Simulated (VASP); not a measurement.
# Si (a cell with a defect) in VASP: relaxation of the atoms with PBE+D3(BJ)

Aim: the relaxation of the atoms of Si (a cell with a defect) with PBE+D3(BJ).

Program: VASP 6.6.1. These are calculated values, not measurements. Logs are shortened: lines on timing, memory, paths and dates and some standing lists are left out, and cuts for length are marked.

### Step 1. The cell of the first run

The cell holds a defect, 63 atoms: a = 10.860 Å, b = 10.860 Å, c = 10.860 Å, α = 90.00°, β = 90.00°, γ = 90.00°.

### Step 2. Relaxation of the atoms, PBE+D3(BJ)

The input, INCAR:

```
PREC     = Accurate       # precision mode
ENCUT    = 450            # plane-wave cutoff, eV
EDIFF    = 1E-7           # SCF threshold, eV
ISMEAR   = -1             # smearing method
SIGMA    = 0.02           # smearing width, eV
LREAL    = Auto         
LASPH    = T              # aspherical terms in the spheres
NELM     = 120            # most SCF steps
ALGO     = Normal         # electronic algorithm
ISIF     = 2              # what is computed and relaxed
LWAVE    = F              # write WAVECAR
LCHARG   = F              # write CHGCAR
GGA      = PE             # functional
IVDW     = 12             # dispersion correction
IBRION   = 2              # ionic algorithm
NSW      = 80             # ionic steps
EDIFFG   = -0.03          # ionic threshold
NELECT   = 254.0        
GGA_COMPAT= F            
NELMIN   = 4
```

The input, KPOINTS:

```
Automatic mesh
0
Gamma
  1 1 1
```

The input, POSCAR:

```
Si
1.0
   10.8600000000      0.0000000000      0.0000000000
    0.0000000000     10.8600000000      0.0000000000
    0.0000000000      0.0000000000     10.8600000000
Si
63
Direct
    0.5023629000     -0.0020442000     -0.0010832000
    0.6238193000      0.1247006000      0.1224735000
    0.7487599000      0.2502155000      0.0032191000
    0.8801225000      0.3784408000      0.1239214000
    0.7490441000      0.0037724000      0.2490331000
    0.8758340000      0.1276283000      0.3746165000
    0.0023008000     -0.0050214000      0.0060799000
    0.1272881000      0.1279672000      0.1218497000
    0.2489566000      0.2487149000      0.0002527000
    0.3738584000      0.3712730000      0.1239485000
    0.4974090000      0.5054008000     -0.0032743000
    0.6210884000      0.6271250000      0.1250044000
    0.7479538000      0.7498234000      0.0025066000
    0.8768166000      0.8775798000      0.1299087000
    0.2510718000     -0.0017397000      0.2515824000
    0.3733176000      0.1254690000      0.3738566000
    0.4983954000      0.2507020000      0.2469325000
    0.6242197000      0.3770816000      0.3754252000
    0.7510499000      0.5032946000      0.2485311000
    0.8687544000      0.6234629000      0.3730393000
    0.5010353000      0.0041179000      0.5011330000
    0.6255062000      0.1242360000      0.6180267000
    0.7546345000      0.2442018000      0.5007180000
    0.8734262000      0.3764698000      0.6259038000
    0.8752786000      0.1255672000      0.8707152000
    0.0022207000      0.5078291000     -0.0005013000
    0.1262589000      0.6180870000      0.1231319000
    0.2521694000      0.7490255000      0.0017532000
    0.3741290000      0.8705102000      0.1261716000
   -0.0035030000      0.2439794000      0.2541767000
    0.1225984000      0.3766603000      0.3754250000
    0.2533740000      0.5023210000      0.2509887000
    0.3714054000      0.6303293000      0.3767218000
    0.4973741000      0.7435229000      0.2430928000
    0.6244035000      0.8796769000      0.3763961000
    0.0012860000      0.0019324000      0.4943268000
    0.1227715000      0.1210151000      0.6226546000
    0.2509729000      0.2507898000      0.5027084000
    0.3771000000      0.3771709000      0.6207351000
    0.5043829000      0.5045818000      0.5009267000
    0.6243918000      0.6217075000      0.6261050000
    0.7535249000      0.7532800000      0.4997520000
    0.8769659000      0.8749107000      0.6236521000
    0.2510195000     -0.0005251000      0.7525648000
    0.3713239000      0.1248683000      0.8760582000
    0.4973814000      0.2477276000      0.7536678000
    0.6239539000      0.3770780000      0.8722774000
    0.7503081000      0.4994487000      0.7492544000
    0.8769449000      0.6246878000      0.8740644000
   -0.0016105000      0.7513496000      0.2450622000
    0.1249644000      0.8686690000      0.3772871000
    0.0019566000      0.4996731000      0.4988242000
    0.1282212000      0.6264033000      0.6262997000
    0.2460357000      0.7490871000      0.4997833000
    0.3804922000      0.8785429000      0.6256246000
    0.0015173000      0.2543211000      0.7501764000
    0.1271944000      0.3733821000      0.8752932000
    0.2500907000      0.4988556000      0.7493570000
    0.3736603000      0.6264928000      0.8748251000
    0.4971857000      0.7516978000      0.7472739000
    0.6266246000      0.8752006000      0.8776922000
   -0.0021494000      0.7485966000      0.7513175000
    0.1262092000      0.8742331000      0.8755271000
```

Potentials or basis: VASP PAW PBE potentials, release 64 (Si).

Command:

```sh
$ cat potpaw_PBE.64/Si/POTCAR > POTCAR
$ mpirun -np 1 vasp_gam > vasp.out
```

OUTCAR:

```text
PREC = Accurate
   ENCUT = 450
   EDIFF = 1E-7
   ISMEAR = -1
   LREAL = Auto
   LASPH = T
   NELM = 120
   ISIF = 2
   GGA = PE
   IVDW = 12
   IBRION = 2
   NSW = 80
   EDIFFG = -0.03
   NELECT = 254.0
   NELMIN = 4
 IVDW          = 12

 ion  position               nearest neighbor table
   1  0.502  0.998  0.999-  61 2.31   2 2.33  45 2.39  29 2.40
   2  0.624  0.125  0.122-   3 2.32   1 2.33   5 2.34  17 2.36
   3  0.749  0.250  0.003-   2 2.32   4 2.39  47 2.40  25 2.41
   4  0.880  0.378  0.124-  26 2.36  19 2.37   3 2.39  30 2.39
   5  0.749  0.004  0.249-   2 2.34  14 2.34  35 2.36   6 2.36
   6  0.876  0.128  0.375-  30 2.24  23 2.28  36 2.33   5 2.36
[... 52 lines left out ...]
  59  0.374  0.626  0.875-  11 2.30  28 2.33  60 2.36  58 2.36
  60  0.497  0.752  0.747-  55 2.29  59 2.36  41 2.37  61 2.40
  61  0.627  0.875  0.878-   1 2.31  13 2.33  60 2.40
  62  0.998  0.749  0.751-  49 2.30  43 2.35  53 2.37  63 2.37
  63  0.126  0.874  0.876-  44 2.34   7 2.35  28 2.37  62 2.37

  LATTYP: Found a simple cubic cell.
 ALAT       =    10.8600000000

  Lattice vectors:

 A1 = (  10.8600000000,   0.0000000000,   0.0000000000)
 A2 = (   0.0000000000,  10.8600000000,   0.0000000000)
 A3 = (   0.0000000000,   0.0000000000,  10.8600000000)

Analysis of symmetry for initial positions (statically):
=====================================================================
 Subroutine PRICEL returns:
 Original cell was already a primitive cell.

 Routine SETGRP: Setting up the symmetry group for a
 simple cubic supercell.

 Subroutine GETGRP returns: Found  1 space group operations
 (whereof  1 operations were pure point group operations)
 out of a pool of 48 trial point group operations.

The static configuration has the point symmetry C_1 .

Analysis of symmetry for dynamics (positions and initial velocities):
=====================================================================
 Subroutine PRICEL returns:
 Original cell was already a primitive cell.

 Routine SETGRP: Setting up the symmetry group for a
 simple cubic supercell.

 Subroutine GETGRP returns: Found  1 space group operations
 (whereof  1 operations were pure point group operations)
 out of a pool of 48 trial point group operations.

The dynamic configuration has the point symmetry C_1 .

 Subroutine INISYM returns: Found  1 space group operations
 (whereof  1 operations are pure point group operations),
 and found     1 'primitive' translations

----------------------------------------------------------------------------------------

                                     Primitive cell

  volume of cell :    1280.8241

  direct lattice vectors                    reciprocal lattice vectors
    10.860000000  0.000000000  0.000000000     0.092081031  0.000000000  0.000000000
     0.000000000 10.860000000  0.000000000     0.000000000  0.092081031  0.000000000
     0.000000000  0.000000000 10.860000000     0.000000000  0.000000000  0.092081031

  length of vectors
    10.860000000 10.860000000 10.860000000     0.092081031  0.092081031  0.092081031

  position of ions in fractional coordinates (direct lattice)
     0.502362900  0.997955800  0.998916800
     0.623819300  0.124700600  0.122473500
     0.748759900  0.250215500  0.003219100
     0.880122500  0.378440800  0.123921400
     0.749044100  0.003772400  0.249033100
     0.875834000  0.127628300  0.374616500
[... 55 lines left out ...]
     0.997850600  0.748596600  0.751317500
     0.126209200  0.874233100  0.875527100

  ion indices of the primitive-cell ions
   primitive index   ion index
                 1           1
                 2           2
                 3           3
                 4           4
                 5           5
                 6           6
[... 55 lines left out ...]
                62          62
                63          63

----------------------------------------------------------------------------------------

 KPOINTS: Automatic mesh

Automatic generation of k-mesh.
 Grid dimensions read from file:
 generate k-points for:    1    1    1

 Generating k-lattice:

  Cartesian coordinates                     Fractional coordinates (reciprocal lattice)
     0.092081031  0.000000000  0.000000000     1.000000000  0.000000000  0.000000000
     0.000000000  0.092081031  0.000000000     0.000000000  1.000000000  0.000000000
     0.000000000  0.000000000  0.092081031     0.000000000  0.000000000  1.000000000

  Length of vectors
     0.092081031  0.092081031  0.092081031

  Shift w.r.t. Gamma in fractional coordinates (k-lattice)
     0.000000000  0.000000000  0.000000000

 Subroutine IBZKPT returns following result:
 ===========================================

 Found      1 irreducible k-points:

 Following reciprocal coordinates:
            Coordinates               Weight
  0.000000  0.000000  0.000000      1.000000
   k-points           NKPTS =      1   k-points in BZ     NKDIM =      1   number of bands    NBANDS=    159
   number of dos      NEDOS =    301   number of ions     NIONS =     63
   total plane-waves  NPLWV = 512000
   dimension x,y,z NGX =    80 NGY =   80 NGZ =   80
   dimension x,y,z NGXF=   160 NGYF=  160 NGZF=  160
   ions per type =              63
   NGX,Y,Z   is equivalent  to a cutoff of  12.25, 12.25, 12.25 a.u.
   NGXF,Y,Z  is equivalent  to a cutoff of  24.49, 24.49, 24.49 a.u.
 SYSTEM =  unknown system
   PREC   = accura    normal or accurate (medium, high low for compatibility)
   ISTART =      0    job   : 0-new  1-cont  2-samecut
   ICHARG =      2    charge: 1-file 2-atom 10-const
   ISPIN  =      1    spin polarized calculation?
   LNONCOLLINEAR =      F non collinear calculations
   LSORBIT =      F    spin-orbit coupling
   LASPH  =      T    aspherical Exc in radial PAW
   ENCUT  =  450.0 eV  33.07 Ry    5.75 a.u.  18.78 18.78 18.78*2*pi/ulx,y,z
   NELM   =    120;   NELMIN=  4; NELMDL= -5     # of ELM steps
   EDIFF  = 0.1E-06   stopping-criterion for ELM
   LREAL  =      T    real-space projection
   EDIFFG = -.3E-01   stopping-criterion for IOM
   NSW    =     80    number of steps for IOM
   IBRION =      2    ionic relax: 0-MD 1-quasi-New 2-CG
   NFREE  =      1    steps in history (QN), initial steepest desc. (CG)
   ISIF   =      2    stress and relaxation
   ISYM   =      2    0-nonsym 1-usesym 2-fastsym
   POTIM  = 0.5000    time-step for ionic-motion
   TEBEG  =    0.0;   TEEND  =   0.0 temperature during run
   PSTRESS=    0.0 pullay stress
   NELECT =     254.0000    total number of electrons
   NUPDOWN=      -1.0000    fix difference up-down
   EMIN   =  10.00;   EMAX   =-10.00  energy-range for DOS
   EFERMI =   0.00;   METHOD = LEGACY
   ISMEAR =    -1;   SIGMA  =   0.02  broadening in eV -4-tet -1-fermi 0-gaus
   EFERMI_NEDOS =   21; number of points for ismear=-14 and -15
   IALGO  =     38    algorithm
   IMIX   =      4    mixing-type and parameters
     AMIX     =   0.40;   BMIX     =  1.00
     AMIX_MAG =   1.60;   BMIX_MAG =  1.00
  volume/ion in A,a.u.               =      20.33       137.20
  Fermi-wavevector in a.u.,A,eV,Ry     =   0.954677  1.804077 12.400449  0.911407
  Thomas-Fermi vector in A             =   2.083445
   LORBIT       =      0    0 simple, 1 ext, 2 COOP (PROOUT), +10 PAW based schemes
   GGA     = PE    functional components
   LHFCALC =     F    Hartree Fock is set to
   AEXX    =    0.0000 exact exchange contribution
   IVDW    =    12    specifies the selected vdW correction
   LEPSILON=     F    determine dielectric tensor
   LRPA    =     F    only Hartree local field effects (RPA)
 conjugate gradient relaxation of ions
 non-spin polarized calculation
  energy-cutoff  :      450.00
  volume of cell :     1280.82
 maximum number of plane-waves:     13817
 NGX is ok and might be reduce to    80
   NGX = 37   NGY = 37   NGZ = 37

--------------------------------------- Ionic step        1  -------------------------------------------

 number of electron     254.0000001 magnetization

 Free energy of the ion-electron system (eV)
  ---------------------------------------------------
  ext. energy  EPLUGINS =         0.00000000
  ---------------------------------------------------
  free energy    TOTEN  =      -318.07806432 eV

  energy without entropy =     -317.99644656  energy(sigma->0) =     -318.03725544

------------------------ aborting loop because EDIFF is reached ----------------------------------------

 Edisp (eV)  -19.97515

 E6    (eV) :   -11.6943
[... 294 lines left out ...]
  FREE ENERGIE OF THE ION-ELECTRON SYSTEM (eV)
  ---------------------------------------------------
  free  energy   TOTEN  =      -339.0934188334 eV

  energy  without entropy=     -339.0121242403  energy(sigma->0) =     -339.05277154

[... ionic steps 4 to 13 ...]

--------------------------------------- Ionic step       14  -------------------------------------------

 number of electron     254.0000016 magnetization

------------------------ aborting loop because EDIFF is reached ----------------------------------------
[... 201 lines left out ...]
--------------------------------------- Ionic step       16  -------------------------------------------

 number of electron     254.0000016 magnetization

 Free energy of the ion-electron system (eV)
  ---------------------------------------------------
  ext. energy  EPLUGINS =         0.00000000
  ---------------------------------------------------
  free energy    TOTEN  =      -319.34120235 eV

  energy without entropy =     -319.25686456  energy(sigma->0) =     -319.29903346

 E-fermi :   6.3181     XC(G=0):  -9.3772

 val. band max:        6.3089821289   @ k =   0.0000   0.0000   0.0000
 cond. band min:       6.3980490393   @ k =   0.0000   0.0000   0.0000
 fundamental gap:      0.0890669104
 Fermi energy:         6.3180556729

 k-point     1 :       0.0000    0.0000    0.0000
  band No.  band energies     occupation
      1      -6.2272      2.00000
      2      -5.1864      2.00000
      3      -5.1858      2.00000
      4      -5.1546      2.00000
      5      -5.1530      2.00000
      6      -5.1516      2.00000
[... 131 lines left out ...]
    138       6.9127      0.00000
    139       6.9146      0.00000
 [bands above 139 left out]

------------------------ aborting loop because EDIFF is reached ----------------------------------------

 Edisp (eV)  -19.96848

 E6    (eV) :   -11.6903
[... 88 lines left out ...]
  FREE ENERGIE OF THE ION-ELECTRON SYSTEM (eV)
  ---------------------------------------------------
  free  energy   TOTEN  =      -339.3096834494 eV

  energy  without entropy=     -339.2253456563  energy(sigma->0) =     -339.26751455

 reached required accuracy - stopping structural energy minimisation
```

It took 34 min on 1 thread of AMD EPYC 7R13 (Zen 3), shared host; peak memory 1 GiB.

Results:

| Item | Value |
| --- | --- |
| Free energy | -339.3097 eV |
| Energy gained by relaxing | 19.9 meV/atom |
| Ionic steps | 16 |
| Largest force after relaxing | 0.016 eV/Å |
| Dispersion energy per atom | -0.317 eV |

Forces on the atoms (eV/Å):
```
Si   0.010 -0.001 -0.008
Si  -0.004 -0.005 -0.007
Si   0.006  0.006  0.001
Si  -0.004  0.001  0.004
Si  -0.002  0.010 -0.006
Si   0.007 -0.004 -0.003
Si   0.002 -0.001 -0.008
Si  -0.005 -0.007 -0.008
Si   0.004 -0.002 -0.008
Si  -0.002 -0.007 -0.001
Si   0.005 -0.010 -0.003
Si   0.001 -0.013 -0.008
Si  -0.001  0.009 -0.003
Si  -0.007  0.005 -0.002
Si   0.005  0.009  0.008
Si  -0.001  0.002 -0.001
Si  -0.010 -0.007  0.004
Si   0.010  0.012  0.001
Si  -0.003  0.004  0.004
Si   0.001  0.002 -0.001
Si   0.002 -0.003 -0.009
Si  -0.001  0.003  0.006
Si   0.002 -0.005  0.000
Si   0.002  0.004 -0.001
Si  -0.005  0.002  0.003
Si   0.004 -0.001 -0.008
Si  -0.002  0.002  0.003
Si  -0.011  0.004 -0.007
Si   0.000  0.005  0.008
Si   0.001  0.004  0.002
Si   0.003 -0.005 -0.003
Si   0.009 -0.002  0.010
Si   0.000  0.008  0.002
Si  -0.003  0.002  0.010
Si  -0.003  0.001 -0.003
Si   0.000 -0.009 -0.002
Si  -0.002 -0.005  0.002
Si  -0.005 -0.004  0.004
Si   0.010 -0.001  0.002
Si   0.001  0.002  0.000
Si   0.006 -0.003  0.002
Si  -0.003 -0.003  0.004
Si   0.005  0.003  0.008
Si  -0.005 -0.002  0.003
Si   0.000 -0.007  0.007
Si  -0.006  0.008  0.003
Si   0.007 -0.006 -0.003
Si  -0.005 -0.006  0.001
Si  -0.006  0.003 -0.006
Si  -0.006 -0.011  0.003
Si   0.001 -0.007 -0.005
Si  -0.011 -0.001  0.004
Si   0.002 -0.004 -0.004
Si   0.009  0.008  0.006
Si  -0.003  0.000 -0.006
Si   0.005  0.002  0.007
Si  -0.005  0.005  0.002
Si   0.000 -0.003 -0.002
Si  -0.001  0.008 -0.007
Si  -0.003 -0.007 -0.002
Si   0.007  0.002  0.009
Si   0.002  0.014  0.005
Si  -0.006  0.002 -0.006
```

Step by step:
```
step  energy change (eV)  largest force (eV/Å)  pressure (GPa)
   1              0.0000                1.6443            2.17
   2             -1.0401                0.4570            1.93
   3             -1.0402                0.4616            1.93
   4             -1.1251                0.2626            1.92
   5             -1.1362                0.2714            1.91
   6             -1.1707                0.2165            1.89
   7             -1.1864                0.2414            1.87
   8             -1.2148                0.2027            1.83
   9             -1.2230                0.1675            1.79
  10             -1.2404                0.1004            1.73
  11             -1.2414                0.1115            1.71
  12             -1.2517                0.0643            1.67
  13             -1.2524                0.0780            1.66
  14             -1.2554                0.0375            1.64
  15             -1.2555                0.0356            1.64
  16             -1.2565                0.0156            1.64
```

Final structure:
```cif
data_structure
_symmetry_space_group_name_H-M 'P 1'
_symmetry_Int_Tables_number 1
_cell_length_a 10.8600
_cell_length_b 10.8600
_cell_length_c 10.8600
_cell_angle_alpha 90.000
_cell_angle_beta 90.000
_cell_angle_gamma 90.000
_cell_volume 1280.82
loop_
_atom_site_label
_atom_site_type_symbol
_atom_site_fract_x
_atom_site_fract_y
_atom_site_fract_z
_atom_site_occupancy
Si1 Si 0.50327 0.00087 0.99624 1
Si2 Si 0.62561 0.12484 0.12479 1
Si3 Si 0.74980 0.24820 0.99805 1
Si4 Si 0.87502 0.37500 0.12420 1
Si5 Si 0.75009 0.00007 0.24991 1
Si6 Si 0.87430 0.12512 0.37491 1
Si7 Si 0.99651 0.00059 0.99596 1
Si8 Si 0.12400 0.12394 0.12350 1
Si9 Si 0.24989 0.24987 0.00012 1
Si10 Si 0.37543 0.37601 0.12493 1
Si11 Si 0.50033 0.50146 0.99886 1
Si12 Si 0.62597 0.62573 0.12458 1
Si13 Si 0.75021 0.75250 0.99808 1
Si14 Si 0.87501 0.87583 0.12452 1
Si15 Si 0.25016 0.99960 0.24891 1
Si16 Si 0.37503 0.12465 0.37510 1
Si17 Si 0.50034 0.24963 0.25014 1
Si18 Si 0.62587 0.37374 0.37604 1
Si19 Si 0.75011 0.49993 0.25039 1
Si20 Si 0.87348 0.62676 0.37599 1
Si21 Si 0.50242 0.00057 0.50186 1
Si22 Si 0.63397 0.11516 0.63355 1
Si23 Si 0.75013 0.24716 0.50345 1
Si24 Si 0.87483 0.37532 0.62512 1
Si25 Si 0.86428 0.11702 0.86593 1
Si26 Si 0.99992 0.50006 0.99864 1
Si27 Si 0.12520 0.62486 0.12491 1
Si28 Si 0.25053 0.75084 0.00009 1
Si29 Si 0.37707 0.87644 0.12332 1
Si30 Si 0.99981 0.24942 0.24925 1
Si31 Si 0.12525 0.37519 0.37458 1
Si32 Si 0.24986 0.50011 0.24965 1
Si33 Si 0.37422 0.62526 0.37443 1
Si34 Si 0.50044 0.75029 0.24943 1
Si35 Si 0.62531 0.87561 0.37520 1
Si36 Si 0.99839 0.00105 0.50118 1
Si37 Si 0.12497 0.12497 0.62525 1
Si38 Si 0.25073 0.25026 0.50075 1
Si39 Si 0.37697 0.37468 0.62565 1
Si40 Si 0.50064 0.50044 0.49952 1
Si41 Si 0.62549 0.62574 0.62528 1
Si42 Si 0.75011 0.75381 0.50345 1
Si43 Si 0.86844 0.88477 0.63266 1
Si44 Si 0.25008 0.00032 0.74979 1
Si45 Si 0.37516 0.12520 0.87415 1
Si46 Si 0.50347 0.24674 0.74975 1
Si47 Si 0.62537 0.37513 0.87447 1
Si48 Si 0.75002 0.50043 0.74979 1
Si49 Si 0.87441 0.62576 0.87427 1
Si50 Si 0.99968 0.75028 0.25012 1
Si51 Si 0.12460 0.87569 0.37516 1
Si52 Si 0.99965 0.50097 0.49949 1
Si53 Si 0.12405 0.62548 0.62588 1
Si54 Si 0.24945 0.75048 0.50086 1
Si55 Si 0.37558 0.87591 0.62526 1
Si56 Si 0.99650 0.24677 0.74948 1
Si57 Si 0.12411 0.37333 0.87383 1
Si58 Si 0.24998 0.49957 0.74986 1
Si59 Si 0.37503 0.62637 0.87377 1
Si60 Si 0.50264 0.75264 0.74980 1
Si61 Si 0.63393 0.88274 0.86643 1
Si62 Si 0.99754 0.75272 0.74980 1
Si63 Si 0.12480 0.87564 0.87446 1
```

Levels at points of the mesh, in eV from the Fermi level:
```
           k point  band 124  band 125  band 126  band 127  band 128  band 129  band 130  band 131  band 132  band 133
(0.00, 0.00, 0.00)     -0.90     -0.90     -0.02     -0.01     -0.01      0.08      0.08      0.17      0.17      0.18
```

Caveat: the k points lie up to 0.58 Å⁻¹ apart; the cell carries a net charge on a neutralising background, which shifts energy and pressure; the cell is charged against a uniform background, so pressure and absolute levels hang on convention.
